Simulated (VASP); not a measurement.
A run of VASP 6.6.1 is set up as follows.

Contents of POSCAR:

```
SiC5N8
1.0
    6.7246709876      0.0000000000      0.0528885511
    0.0000000000      2.4927016421      0.0000000000
   -3.3167173042      0.0000000000      5.6537100002
C Si N
5 1 8
Direct
    0.5751256592      0.5000000000      0.8034234727
    0.7665090019      0.0000000000      0.6006826061
    0.2422291799      0.5000000000      0.4121279296
    0.1754045296      0.5000000000      0.7725133154
    0.4021146690      0.0000000000      0.1860336431
    0.8298026906      0.0000000000      0.2278171920
    0.3252423251      0.5000000000      0.6608189823
    0.6566701590      0.0000000000      0.3426523349
    0.7113673546      0.5000000000      0.6845812904
    0.6380366702      0.0000000000      0.9395992639
    0.0293542505      0.0000000000      0.6923204759
    1.0036799753      0.5000000000      0.2870521643
    0.3239298503      0.0000000000      0.3536205029
    0.3205336850      0.5000000000      0.0367568265
```

The input INCAR.step1:

```
PREC = Accurate
ENCUT = 520
ISMEAR = 0
SIGMA = 0.01
LREAL = False
LASPH = True
NELM = 60
NBANDS = 45
GGA = PE
ALGO = Normal
EDIFF = 1E-4
LWAVE = True
LCHARG = False
```

INCAR.step2

```
PREC = Accurate
ENCUT = 520
EDIFF = 1E-6
ISMEAR = 0
SIGMA = 0.01
LREAL = False
LASPH = True
NELM = 60
ALGO = Normal
ISIF = 2
LWAVE = False
LCHARG = True
METAGGA = R2SCAN
LMIXTAU = True
LELF = True
LVHAR = True
NBANDS = 45
ISTART = 1
```

Contents of KPOINTS:

```
regular mesh
0
Gamma
  4 10 4
```

Potentials or basis: VASP PAW PBE potentials, release 64 (C, Si, N).

Run with:

```console
$ cat potpaw_PBE.64/C/POTCAR potpaw_PBE.64/Si/POTCAR potpaw_PBE.64/N/POTCAR > POTCAR
$ cp INCAR.step1 INCAR
$ mpirun -np 1 vasp_std > vasp.out
$ cp INCAR.step2 INCAR
$ mpirun -np 1 vasp_std > vasp.out
```

Problem. Estimate the band gap on the k mesh.

Solution. 3.32 eV, indirect (least direct gap 3.43 eV).

Problem. Estimate the largest force.

Solution. 0.110 eV/Å.

Problem. Predict the pressure.

Solution. 0.9 GPa.

Stress tensor (GPa, compression positive):
```
0.86 0.00 0.01
0.00 0.97 0.00
0.01 0.00 0.98
```

Caveat: the PAW data sets were made with another functional, which shifts forces and pressure a little. A k mesh can miss the band edges.
